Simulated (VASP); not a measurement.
# SnN2F2 (C2/m) in VASP: further runs

The runs below take SnN2F2 through single point, with LDA.

Everything below comes from runs of VASP 6.6.1. Logs are shortened: lines on timing, memory, paths and dates and some standing lists are left out, and cuts for length are marked.

### Step 1. The cell of the first run

Symmetry: C2/m, No. 12, monoclinic system. The conventional cell has a = 8.794 Å, b = 5.294 Å, c = 3.737 Å, α = 90.00°, β = 109.59°, γ = 90.00°. Within 3.1 Å of Sn (site symmetry 2/m) lie 4 F at 2.35 Å and 4 N at 2.71 Å. Within 1.5 Å of N (site symmetry m) lie 1 N at 1.12 Å. F (site symmetry m) has 2 Sn at 2.35 Å and 4 N at 2.55 to 3.20 Å and 3 F at 2.86 to 3.29 Å within 3.3 Å.

### Step 2. Single point, LDA

The input, INCAR:

```
SYSTEM = SnN2F2
  PREC = Accurate
  ENCUT = 520
  EDIFF = 1E-6
  ISMEAR = 0
  SIGMA = 0.01
  LREAL = .FALSE.
  LASPH = .TRUE.
  NELM = 100
  ALGO = Normal
  ISIF = 2
  LWAVE = .FALSE.
  LCHARG = .TRUE.
  GGA = CA
  LELF = .TRUE.
  LVHAR = .TRUE.
  NBANDS = 27
```

The input, KPOINTS:

```
regular mesh
0
G
  4 4 6
  0 0 0
```

The input, POSCAR:

```
SnN2F2
1.0
    4.3970390000     -2.6470130000      0.0000000000
    4.3970390000      2.6470130000      0.0000000000
   -1.2529480000      0.0000000000      3.5211200000
Sn N F
1 2 2
Direct
    0.0000000000      0.0000000000      0.0000000000
    0.5380060000      0.5380060000      0.9060690000
    0.4619940000      0.4619940000      0.0939310000
    0.8276440000      0.8276440000      0.3634710000
    0.1723560000      0.1723560000      0.6365290000
```

Potentials or basis: VASP PAW LDA potentials, release 64 (Sn_d, N, F).

Started as:

```bash
> cat potpaw_LDA.64/Sn_d/POTCAR potpaw_LDA.64/N/POTCAR potpaw_LDA.64/F/POTCAR > POTCAR
> mpirun -np 1 vasp_std > vasp.out
```

OUTCAR:

```text
SYSTEM = SnN2F2
   PREC = Accurate
   ENCUT = 520
   EDIFF = 1E-6
   ISMEAR = 0
   LREAL = .FALSE.
   LASPH = .TRUE.
   NELM = 100
   ISIF = 2
   GGA = CA

 ion  position               nearest neighbor table
   1  0.000  0.000  0.000-   4 2.35   5 2.35   5 2.35   4 2.35   2 2.71   2 2.71   3 2.71   3 2.71

   2  0.538  0.538  0.906-   3 1.12   1 2.71   1 2.71
   3  0.462  0.462  0.094-   2 1.12   1 2.71   1 2.71
   4  0.828  0.828  0.363-   1 2.35   1 2.35
   5  0.172  0.172  0.637-   1 2.35   1 2.35

  LATTYP: Found a base centered monoclinic cell.
 ALAT       =     8.7940780000
 B/A-ratio  =     0.6019989816
 C/A-ratio  =     0.4249906358
 COS(beta)  =    -0.3352458210

  Lattice vectors:

 A1 = (   4.3970390000,  -2.6470130000,   0.0000000000)
 A2 = (   4.3970390000,   2.6470130000,   0.0000000000)
 A3 = (  -1.2529480000,   0.0000000000,   3.5211200000)

Analysis of symmetry for initial positions (statically):
=====================================================================
 Subroutine PRICEL returns:
 Original cell was already a primitive cell.

 Routine SETGRP: Setting up the symmetry group for a
 base centered monoclinic supercell.

 Subroutine GETGRP returns: Found  4 space group operations
 (whereof  4 operations were pure point group operations)
 out of a pool of  4 trial point group operations.

The static configuration has the point symmetry C_2h.

Analysis of symmetry for dynamics (positions and initial velocities):
=====================================================================
 Subroutine PRICEL returns:
 Original cell was already a primitive cell.

 Routine SETGRP: Setting up the symmetry group for a
 base centered monoclinic supercell.

 Subroutine GETGRP returns: Found  4 space group operations
 (whereof  4 operations were pure point group operations)
 out of a pool of  4 trial point group operations.

The dynamic configuration has the point symmetry C_2h.

 Subroutine INISYM returns: Found  4 space group operations
 (whereof  4 operations are pure point group operations),
 and found     1 'primitive' translations

----------------------------------------------------------------------------------------

                                     Primitive cell

  volume of cell :      81.9648

  direct lattice vectors                    reciprocal lattice vectors
     4.397039000 -2.647013000  0.000000000     0.113712887 -0.188892159  0.040463357
     4.397039000  2.647013000  0.000000000     0.113712887  0.188892159  0.040463357
    -1.252948000  0.000000000  3.521120000     0.000000000  0.000000000  0.284000545

  length of vectors
     5.132312324  5.132312324  3.737400801     0.224160995  0.224160995  0.284000545

  position of ions in fractional coordinates (direct lattice)
     0.000000000  0.000000000  0.000000000
     0.538006000  0.538006000  0.906069000
     0.461994000  0.461994000  0.093931000
     0.827644000  0.827644000  0.363471000
     0.172356000  0.172356000  0.636529000

  ion indices of the primitive-cell ions
   primitive index   ion index
                 1           1
                 2           2
                 3           3
                 4           4
                 5           5

----------------------------------------------------------------------------------------

 KPOINTS: regular mesh

Automatic generation of k-mesh.
 Grid dimensions read from file:
 generate k-points for:    4    4    6

 Generating k-lattice:

  Cartesian coordinates                     Fractional coordinates (reciprocal lattice)
     0.028428222 -0.047223040  0.010115839     0.250000000  0.000000000  0.000000000
     0.028428222  0.047223040  0.010115839     0.000000000  0.250000000  0.000000000
     0.000000000  0.000000000  0.047333424     0.000000000  0.000000000  0.166666667

  Length of vectors
     0.056040249  0.056040249  0.047333424

  Shift w.r.t. Gamma in fractional coordinates (k-lattice)
     0.000000000  0.000000000  0.000000000

 Subroutine IBZKPT returns following result:
 ===========================================

 Found     34 irreducible k-points:

 Following reciprocal coordinates:
            Coordinates               Weight
  0.000000  0.000000  0.000000      1.000000
  0.250000  0.000000  0.000000      4.000000
  0.500000  0.000000  0.000000      2.000000
  0.250000  0.250000  0.000000      2.000000
  0.500000  0.250000 -0.000000      4.000000
 -0.250000  0.250000  0.000000      2.000000
[... 16 lines left out ...]
  0.500000  0.250000  0.333333      4.000000
 -0.250000  0.250000  0.333333      4.000000
 [... further k-points ...]
   k-points           NKPTS =     34   k-points in BZ     NKDIM =     34   number of bands    NBANDS=     27
   number of dos      NEDOS =    301   number of ions     NIONS =      5
   total plane-waves  NPLWV =  44800
   dimension x,y,z NGX =    40 NGY =   40 NGZ =   28
   dimension x,y,z NGXF=    80 NGYF=   80 NGZF=   56
   ions per type =               1   2   2
   NGX,Y,Z   is equivalent  to a cutoff of  12.96, 12.96, 12.45 a.u.
   NGXF,Y,Z  is equivalent  to a cutoff of  25.91, 25.91, 24.91 a.u.
 SYSTEM =  SnN2F2
   PREC   = accura    normal or accurate (medium, high low for compatibility)
   ISTART =      0    job   : 0-new  1-cont  2-samecut
   ICHARG =      2    charge: 1-file 2-atom 10-const
   ISPIN  =      1    spin polarized calculation?
   LNONCOLLINEAR =      F non collinear calculations
   LSORBIT =      F    spin-orbit coupling
   LASPH  =      T    aspherical Exc in radial PAW
   ENCUT  =  520.0 eV  38.22 Ry    6.18 a.u.   9.54  9.54  6.95*2*pi/ulx,y,z
   NELM   =    100;   NELMIN=  2; NELMDL= -5     # of ELM steps
   EDIFF  = 0.1E-05   stopping-criterion for ELM
   LREAL  =      F    real-space projection
   EDIFFG = 0.1E-04   stopping-criterion for IOM
   NSW    =      0    number of steps for IOM
   IBRION =     -1    ionic relax: 0-MD 1-quasi-New 2-CG
   NFREE  =      0    steps in history (QN), initial steepest desc. (CG)
   ISIF   =      2    stress and relaxation
   ISYM   =      2    0-nonsym 1-usesym 2-fastsym
   POTIM  = 0.5000    time-step for ionic-motion
   TEBEG  =    0.0;   TEEND  =   0.0 temperature during run
   PSTRESS=    0.0 pullay stress
   NELECT =      38.0000    total number of electrons
   NUPDOWN=      -1.0000    fix difference up-down
   EMIN   =  10.00;   EMAX   =-10.00  energy-range for DOS
   EFERMI =   0.00;   METHOD = LEGACY
   ISMEAR =     0;   SIGMA  =   0.01  broadening in eV -4-tet -1-fermi 0-gaus
   EFERMI_NEDOS =   21; number of points for ismear=-14 and -15
   IALGO  =     38    algorithm
   IMIX   =      4    mixing-type and parameters
     AMIX     =   0.40;   BMIX     =  1.00
     AMIX_MAG =   1.60;   BMIX_MAG =  1.00
  volume/ion in A,a.u.               =      16.39       110.63
  Fermi-wavevector in a.u.,A,eV,Ry     =   1.267050  2.394377 21.842994  1.605415
  Thomas-Fermi vector in A             =   2.400218
   LORBIT       =      0    0 simple, 1 ext, 2 COOP (PROOUT), +10 PAW based schemes
   GGA     = CA    functional components
   LHFCALC =     F    Hartree Fock is set to
   AEXX    =    0.0000 exact exchange contribution
   IVDW    =     0    specifies the selected vdW correction
   LEPSILON=     F    determine dielectric tensor
   LRPA    =     F    only Hartree local field effects (RPA)
 non-spin polarized calculation
 Gauss-broadening in eV      SIGMA  =   0.01
  energy-cutoff  :      520.00
  volume of cell :       81.96
 maximum number of plane-waves:      2230
 NGX is ok and might be reduce to    40
   NGX = 19   NGY = 19   NGZ = 13

 number of electron      37.9999997 magnetization

 Free energy of the ion-electron system (eV)
  ---------------------------------------------------
  ext. energy  EPLUGINS =         0.00000000
  ---------------------------------------------------
  free energy    TOTEN  =       -31.42061400 eV

  energy without entropy =      -31.42061400  energy(sigma->0) =      -31.42061400

 E-fermi :   1.8260     XC(G=0):  -9.4370

 val. band max:        1.7015716558   @ k =   0.5000   0.0000   0.5000
 cond. band min:       2.6647885942   @ k =   0.5000   0.0000   0.5000
 fundamental gap:      0.9632169384
 Fermi energy:         1.8260438560

 k-point     1 :       0.0000    0.0000    0.0000
  band No.  band energies     occupation
      1     -22.1386      2.00000
      2     -20.0986      2.00000
      3     -19.5499      2.00000
      4     -19.0902      2.00000
      5     -19.0332      2.00000
      6     -18.9876      2.00000
[... 19 lines left out ...]
     26      10.8321      0.00000
     27      12.7204      0.00000

 k-point     2 :       0.2500    0.0000    0.0000
  band No.  band energies     occupation
      1     -22.1158      2.00000
      2     -20.0866      2.00000
      3     -19.5670      2.00000
      4     -19.0901      2.00000
      5     -19.0336      2.00000
      6     -19.0065      2.00000
[... 19 lines left out ...]
     26      11.5690      0.00000
     27      12.3465      0.00000

 k-point     3 :       0.5000    0.0000    0.0000
  band No.  band energies     occupation
      1     -22.0925      2.00000
      2     -20.0739      2.00000
      3     -19.5842      2.00000
      4     -19.0905      2.00000
      5     -19.0341      2.00000
      6     -19.0289      2.00000
[... 19 lines left out ...]
     26      12.2257      0.00000
     27      12.6795      0.00000

 k-point     4 :       0.2500    0.2500    0.0000
  band No.  band energies     occupation
      1     -22.1341      2.00000
      2     -20.0743      2.00000
      3     -19.5819      2.00000
      4     -19.0893      2.00000
      5     -19.0331      2.00000
      6     -18.9901      2.00000
[... 19 lines left out ...]
     26      11.3681      0.00000
     27      12.0103      0.00000
[... 516 lines left out ...]
      4     -19.0871      2.00000
      5     -19.0465      2.00000
      6     -19.0436      2.00000
[... 19 lines left out ...]
     26      11.1767      0.00000
     27      12.3012      0.00000

 k-point    23 :       0.5000    0.2500    0.3333
  band No.  band energies     occupation
      1     -22.0847      2.00000
      2     -20.0045      2.00000
      3     -19.8152      2.00000
      4     -19.0874      2.00000
      5     -19.0724      2.00000
      6     -19.0472      2.00000
[... 19 lines left out ...]
     26      11.5829      0.00000
     27      12.1325      0.00000

 k-point    24 :      -0.2500    0.2500    0.3333
  band No.  band energies     occupation
      1     -22.0652      2.00000
      2     -19.9880      2.00000
      3     -19.8395      2.00000
      4     -19.1022      2.00000
      5     -19.0870      2.00000
      6     -19.0478      2.00000
[... 19 lines left out ...]
     26      11.5700      0.00000
     27      12.4779      0.00000

 [... further k-points ...]
[... 5 lines left out ...]
  --------------------------------------------------------------------------------------
  -------------------------------------------------------------------------------------
  Total       -2.8474702      5.8067530     -2.9161787      0.0000000      0.0000000      0.7321160
  in kB      -55.6599170    113.5054513    -57.0029725      0.0000000      0.0000000     14.3107778
  external PRESSURE =       0.2808539 kB  Pullay stress =       0.0000000 kB

 VOLUME and BASIS-vectors are now :
 -----------------------------------------------------------------------------
  energy-cutoff  :      520.00
  volume of cell :       81.96
      direct lattice vectors                 reciprocal lattice vectors
     4.397039000 -2.647013000  0.000000000     0.113712887 -0.188892159  0.040463357
     4.397039000  2.647013000  0.000000000     0.113712887  0.188892159  0.040463357
    -1.252948000  0.000000000  3.521120000     0.000000000  0.000000000  0.284000545

 POSITION                                       TOTAL-FORCE (eV/Angst)
 -----------------------------------------------------------------------------------
      0.00000      0.00000      0.00000        -0.000000      0.000000      0.000000
      3.59601      0.00000      3.19038        -1.075818      0.000000      0.761035
      3.94512      0.00000      0.33074         1.075818      0.000000     -0.761035
      6.82296      0.00000      1.27983         0.393513      0.000000      0.105034
      0.71817      0.00000      2.24129        -0.393513      0.000000     -0.105034
 -----------------------------------------------------------------------------------
    total drift:                                0.000000     -0.000000     -0.000000

  FREE ENERGIE OF THE ION-ELECTRON SYSTEM (eV)
  ---------------------------------------------------
  free  energy   TOTEN  =       -31.4206139993 eV

  energy  without entropy=      -31.4206139993  energy(sigma->0) =      -31.42061400
```

Run time: 69 s. Hardware: 1 thread of Intel Xeon Platinum 8488C (Sapphire Rapids), shared host; peak memory 0.21 GiB.

What came out:

```yaml
Free_energy: -31.4206 eV
Pressure: 0.0 GPa
Largest_force: 1.318 eV/Å
Band_gap_on_the_k_mesh: 0.96 eV
```

Forces on the atoms (eV/Å):
```
Sn   0.000  0.000  0.000
N   -1.076  0.000  0.761
N    1.076  0.000 -0.761
F    0.394  0.000  0.105
F   -0.394  0.000 -0.105
```

Caveat: the standard files for N, O and F lose accuracy on very short bonds; spin-orbit coupling is left out, which moves the levels of the heavy elements; forces of over 1 eV/Å act on the atoms, so gaps and moduli don't describe the material at rest. A k mesh can miss the band edges.

### Step 3. Single point, LDA

The input, INCAR:

```
SYSTEM = SnN2F2
PREC     = Accurate       ! precision mode
ENCUT    = 520            ! plane-wave cutoff, eV
EDIFF    = 1E-7           ! SCF threshold, eV
ISMEAR   = 0              ! smearing method
SIGMA    = 0.01           ! smearing width, eV
LREAL    = .FALSE.        ! projectors in reciprocal space
LASPH    = .TRUE.         ! aspherical terms in the spheres
NELM     = 60             ! most SCF steps
ALGO     = Normal         ! electronic algorithm
ISIF     = 2              ! what is computed and relaxed
LWAVE    = .FALSE.        ! write WAVECAR
LCHARG   = .FALSE.        ! write CHGCAR
NBANDS   = 27             ! bands
```

The input, KPOINTS:

```
Automatic mesh
0
G
  6 6 6
  0 0 0
```

POSCAR is that of step 2.

Potentials or basis: VASP PAW LDA potentials, release 64 (Sn_d, N, F).

Started as:

```bash
> cat potpaw_LDA.64/Sn_d/POTCAR potpaw_LDA.64/N/POTCAR potpaw_LDA.64/F/POTCAR > POTCAR
> mpirun -np 1 vasp_std > vasp.out
```

Wall time 2.7 min (1 thread of Intel Xeon Platinum 8488C (Sapphire Rapids), shared host); peak memory 0.26 GiB.

It converged, with:

```yaml
Free_energy: -31.4212 eV
Pressure: 0.0 GPa
Largest_force: 1.313 eV/Å
Band_gap_on_the_k_mesh: 0.96 eV
```

Forces on the atoms (eV/Å):
```
Sn   0.000  0.000  0.000
N   -1.072  0.000  0.758
N    1.072  0.000 -0.758
F    0.394  0.000  0.105
F   -0.394  0.000 -0.105
```

Stress tensor (GPa, compression positive):
```
-5.55  0.00  1.43
 0.00 11.34  0.00
 1.43  0.00 -5.69
```

Levels at points of the mesh, in eV from the valence-band top:
```
           k point  band 15  band 16  band 17  band 18  band 19  band 20  band 21  band 22  band 23  band 24
(0.00, 0.00, 0.00)    -3.40    -3.34    -2.97    -2.79    -1.93     1.87     2.13     3.89     4.46     7.01
(0.50, 0.00, 0.00)    -3.33    -3.23    -3.02    -2.95    -1.20     1.31     2.00     2.94     3.70     7.48
(0.50, 0.50, 0.00)    -3.46    -3.26    -2.86    -2.67    -1.64     1.92     2.01     2.75     4.55     7.09
(0.00, 0.00, 0.50)    -4.17    -3.12    -3.07    -2.83    -0.56     1.45     2.88     4.46     4.57     5.72
(0.50, 0.00, 0.50)    -4.27    -3.08    -2.89    -2.64     0.00     0.96     2.75     2.93     4.82     6.24
(0.50, 0.50, 0.50)    -4.16    -3.32    -2.81    -2.80    -0.41     1.43     3.03     4.44     4.92     5.52
```

Caveat: the standard files for N, O and F lose accuracy on very short bonds; spin-orbit coupling is left out, which moves the levels of the heavy elements; forces of over 1 eV/Å act on the atoms, so gaps and moduli don't describe the material at rest. A k mesh can miss the band edges.

(Part 1 of 2 ends here.)
